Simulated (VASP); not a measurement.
# ZrS (Fm-3m) in VASP: single point with r2SCAN

Aim: the single point of ZrS with r2SCAN.

All numbers are computed with VASP 6.6.1; they aren't measurements. Logs are shortened: lines on timing, memory, paths and dates and some standing lists are left out, and cuts for length are marked.

### Step 1. The cell of the first run

The structure is cubic, space group Fm-3m (No. 225). Conventional cell: a = 5.250 Å, b = 5.250 Å, c = 5.250 Å, α = 90.00°, β = 90.00°, γ = 90.00°. Zr (site symmetry m-3m) has 6 S at 2.62 Å within 3.5 Å. Within 3.5 Å of S (site symmetry m-3m) lie 6 Zr at 2.62 Å.

### Step 2. Single point, r2SCAN

The input, POSCAR:

```
ZrS
1.0
    0.0000000000      2.6250000000      2.6250000000
    2.6250000000      0.0000000000      2.6250000000
    2.6250000000      2.6250000000      0.0000000000
Zr S
1 1
Direct
    0.0000000000      0.0000000000      0.0000000000
    0.5000000000      0.5000000000      0.5000000000
```

The input, INCAR.step1:

```
SYSTEM = ZrS
ALGO = Normal
EDIFF = 1E-4
ENCUT = 520
GGA = PE
ISMEAR = 0
LASPH = .TRUE.
LCHARG = .FALSE.
LREAL = .FALSE.
LWAVE = .TRUE.
NBANDS = 16
NELM = 80
PREC = Accurate
SIGMA = 0.15
```

The input, INCAR.step2:

```
SYSTEM = ZrS
ALGO = Normal
EDIFF = 1E-6
ENCUT = 520
ISIF = 2
ISMEAR = 0
ISTART = 1
LASPH = .TRUE.
LCHARG = .FALSE.
LMIXTAU = .TRUE.
LREAL = .FALSE.
LWAVE = .FALSE.
METAGGA = R2SCAN
NBANDS = 16
NELM = 80
PREC = Accurate
SIGMA = 0.15
```

The input, KPOINTS:

```
k-points
0
G
  16 16 16
  0 0 0
```

Potentials or basis: VASP PAW PBE potentials, release 64 (Zr_sv, S).

Command:

```
cat potpaw_PBE.64/Zr_sv/POTCAR potpaw_PBE.64/S/POTCAR > POTCAR
cp INCAR.step1 INCAR
mpirun -np 1 vasp_std > vasp.out
cp INCAR.step2 INCAR
mpirun -np 1 vasp_std > vasp.out
```

OUTCAR:

```text
SYSTEM = ZrS
   EDIFF = 1E-6
   ENCUT = 520
   ISIF = 2
   ISMEAR = 0
   ISTART = 1
   LASPH = .TRUE.
   LREAL = .FALSE.
   METAGGA = R2SCAN
   NELM = 80
   PREC = Accurate

 ion  position               nearest neighbor table
   1  0.000  0.000  0.000-   2 2.62   2 2.62   2 2.62   2 2.62   2 2.62   2 2.62
   2  0.500  0.500  0.500-   1 2.62   1 2.62   1 2.62   1 2.62   1 2.62   1 2.62

  LATTYP: Found a face centered cubic cell.
 ALAT       =     5.2500000000

  Lattice vectors:

 A1 = (   0.0000000000,   2.6250000000,   2.6250000000)
 A2 = (   2.6250000000,   0.0000000000,   2.6250000000)
 A3 = (   2.6250000000,   2.6250000000,   0.0000000000)

Analysis of symmetry for initial positions (statically):
=====================================================================
 Subroutine PRICEL returns:
 Original cell was already a primitive cell.

 Routine SETGRP: Setting up the symmetry group for a
 face centered cubic supercell.

 Subroutine GETGRP returns: Found 48 space group operations
 (whereof 48 operations were pure point group operations)
 out of a pool of 48 trial point group operations.

The static configuration has the point symmetry O_h .

Analysis of symmetry for dynamics (positions and initial velocities):
=====================================================================
 Subroutine PRICEL returns:
 Original cell was already a primitive cell.

 Routine SETGRP: Setting up the symmetry group for a
 face centered cubic supercell.

 Subroutine GETGRP returns: Found 48 space group operations
 (whereof 48 operations were pure point group operations)
 out of a pool of 48 trial point group operations.

The dynamic configuration has the point symmetry O_h .

 Subroutine INISYM returns: Found 48 space group operations
 (whereof 48 operations are pure point group operations),
 and found     1 'primitive' translations

----------------------------------------------------------------------------------------

                                     Primitive cell

  volume of cell :      36.1758

  direct lattice vectors                    reciprocal lattice vectors
     0.000000000  2.625000000  2.625000000    -0.190476190  0.190476190  0.190476190
     2.625000000  0.000000000  2.625000000     0.190476190 -0.190476190  0.190476190
     2.625000000  2.625000000  0.000000000     0.190476190  0.190476190 -0.190476190

  length of vectors
     3.712310601  3.712310601  3.712310601     0.329914440  0.329914440  0.329914440

[... 80 lines left out ...]
   EDIFF  = 0.1E-05   stopping-criterion for ELM
   LREAL  =      F    real-space projection
   EDIFFG = 0.1E-04   stopping-criterion for IOM
   NSW    =      0    number of steps for IOM
   IBRION =     -1    ionic relax: 0-MD 1-quasi-New 2-CG
   NFREE  =      0    steps in history (QN), initial steepest desc. (CG)
   ISIF   =      2    stress and relaxation
   ISYM   =      2    0-nonsym 1-usesym 2-fastsym
   POTIM  = 0.5000    time-step for ionic-motion
   TEBEG  =    0.0;   TEEND  =   0.0 temperature during run
   PSTRESS=    0.0 pullay stress
   NELECT =      18.0000    total number of electrons
   NUPDOWN=      -1.0000    fix difference up-down
   EMIN   =  10.00;   EMAX   =-10.00  energy-range for DOS
   EFERMI =   0.00;   METHOD = LEGACY
   ISMEAR =     0;   SIGMA  =   0.15  broadening in eV -4-tet -1-fermi 0-gaus
   EFERMI_NEDOS =   21; number of points for ismear=-14 and -15
   IALGO  =     38    algorithm
   IMIX   =      4    mixing-type and parameters
     AMIX     =   0.40;   BMIX     =  1.00
     AMIX_MAG =   1.60;   BMIX_MAG =  1.00
  volume/ion in A,a.u.               =      18.09       122.06
  Fermi-wavevector in a.u.,A,eV,Ry     =   1.297258  2.451462 22.896950  1.682878
  Thomas-Fermi vector in A             =   2.428662
   LORBIT       =      0    0 simple, 1 ext, 2 COOP (PROOUT), +10 PAW based schemes
   METAGGA = R2SCAN    functional components
   LHFCALC =     F    Hartree Fock is set to
   AEXX    =    0.0000 exact exchange contribution
   IVDW    =     0    specifies the selected vdW correction
   LEPSILON=     F    determine dielectric tensor
   LRPA    =     F    only Hartree local field effects (RPA)
 non-spin polarized calculation
 Gauss-broadening in eV      SIGMA  =   0.15
  energy-cutoff  :      520.00
  volume of cell :       36.18
 maximum number of plane-waves:       992
   NGX = 13   NGY = 13   NGZ = 13

 number of electron      18.0000000 magnetization

 Free energy of the ion-electron system (eV)
  ---------------------------------------------------
  ext. energy  EPLUGINS =         0.00000000
  ---------------------------------------------------
  free energy    TOTEN  =       -33.88936324 eV

  energy without entropy =      -33.87560889  energy(sigma->0) =      -33.88248607

 E-fermi :  10.9445     XC(G=0): -11.9628

 val. band max:       10.9377859965   @ k =  -0.2500   0.5000   0.2500
 cond. band min:      10.9538966894   @ k =   0.3125   0.1250   0.0625
 fundamental gap:      0.0161106929
 Fermi energy:        10.9445102412

 k-point     1 :       0.0000    0.0000    0.0000
  band No.  band energies     occupation
      1     -40.9365      2.00000
      2     -18.2174      2.00000
      3     -18.2174      2.00000
      4     -18.2174      2.00000
      5      -5.8630      2.00000
      6       6.9478      2.00000
[... 433 lines left out ...]
      3     -18.2259      2.00000
      4     -18.2180      2.00000
      5      -5.7298      2.00000
      6       6.1716      2.00000
[... 8 lines left out ...]
     15      19.0532      0.00000
     16      22.4742      0.00000

 [... further k-points ...]

------------------------ aborting loop because EDIFF is reached ----------------------------------------

  FORCE on cell =-STRESS in cart. coord.  units (eV):
  Direction    XX          YY          ZZ          XY          YZ          ZX
  --------------------------------------------------------------------------------------
  -------------------------------------------------------------------------------------
  Total       -0.4525715     -0.4525715     -0.4525715     -0.0000000      0.0000000     -0.0000000
  in kB      -20.0437909    -20.0437909    -20.0437909     -0.0000000      0.0000000     -0.0000000
  external PRESSURE =     -20.0437909 kB  Pullay stress =       0.0000000 kB

 VOLUME and BASIS-vectors are now :
 -----------------------------------------------------------------------------
  energy-cutoff  :      520.00
  volume of cell :       36.18
      direct lattice vectors                 reciprocal lattice vectors
     0.000000000  2.625000000  2.625000000    -0.190476190  0.190476190  0.190476190
     2.625000000  0.000000000  2.625000000     0.190476190 -0.190476190  0.190476190
     2.625000000  2.625000000  0.000000000     0.190476190  0.190476190 -0.190476190

 POSITION                                       TOTAL-FORCE (eV/Angst)
 -----------------------------------------------------------------------------------
      0.00000      0.00000      0.00000         0.000000      0.000000     -0.000000
      2.62500      2.62500      2.62500         0.000000      0.000000      0.000000
 -----------------------------------------------------------------------------------
    total drift:                                0.000000      0.000000      0.000000

  FREE ENERGIE OF THE ION-ELECTRON SYSTEM (eV)
  ---------------------------------------------------
  free  energy   TOTEN  =       -33.8893632449 eV

  energy  without entropy=      -33.8756088934  energy(sigma->0) =      -33.88248607
```

Run time: 2.1 min. Hardware: 1 thread of Intel Xeon Platinum 8559C (Emerald Rapids), shared host; peak memory 0.22 GiB.

What came out:

```
Free energy            : -33.8894 eV
Pressure               : -2.0 GPa
Band gap on the k mesh : zero (band 9 reaches 12.43 eV, above the bottom of band 10 at 9.51 eV)
```

Levels at points of the mesh, in eV from the Fermi level:
```csv
k point,band 6,band 7,band 8,band 9,band 10,band 11,band 12,band 13
"(0.00, 0.00, 0.00)",-4.00,-4.00,-4.00,-1.43,-1.43,-1.43,-0.69,-0.69
"(0.50, 0.00, 0.00)",-8.51,-6.44,-6.44,1.49,1.49,1.83,2.08,5.76
"(0.50, 0.50, 0.00)",-6.77,-4.96,-4.96,-3.54,0.53,2.38,2.38,3.04
```

Caveat: the PAW data sets were made with another functional, which shifts forces and pressure a little.
